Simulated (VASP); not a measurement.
SiC (Moissanite), 4 atoms in the cell. Symmetry: P6_3mc, No. 186, hexagonal system. Conventional cell: a = 3.076 Å, b = 3.076 Å, c = 5.048 Å, α = 90.00°, β = 90.00°, γ = 120.00°. Within 2.5 Å of Si (site symmetry 3m) lie 4 C at 1.87 to 1.94 Å. C (site symmetry 3m) has 4 Si at 1.87 to 1.94 Å within 2.5 Å. 

| Quantity | Value |
| --- | --- |
| Program | VASP 6.6.1 |
| Task | single point |
| Functional | PBE |
| Potentials or basis | VASP PAW PBE potentials, release 64 (Si, C) |
| Cutoff | 520 eV |
| k mesh | 12 × 12 × 4 |
| Occupations | fermi-dirac, width 0.05 eV |
| Spin | no spin polarisation |
| Dipole correction | no |
| Further INCAR settings | ALGO = Normal; EDIFF = 1e-06; NBANDS = 16 |

Potentials or basis: VASP PAW PBE potentials, release 64 (Si, C).

Run with:

```console
$ cat potpaw_PBE.64/Si/POTCAR potpaw_PBE.64/C/POTCAR > POTCAR
$ mpirun -np 1 vasp_std > vasp.out
```

Hardware: 1 thread of Intel Xeon 8259CL (shared host).

**Question.** How long does it take, and how much memory?

**Answer.** It took 47 s on 1 thread of Intel Xeon 8259CL, on a shared host, peak memory 0.17 GiB. Counts: scf iterations 12, k points 57.
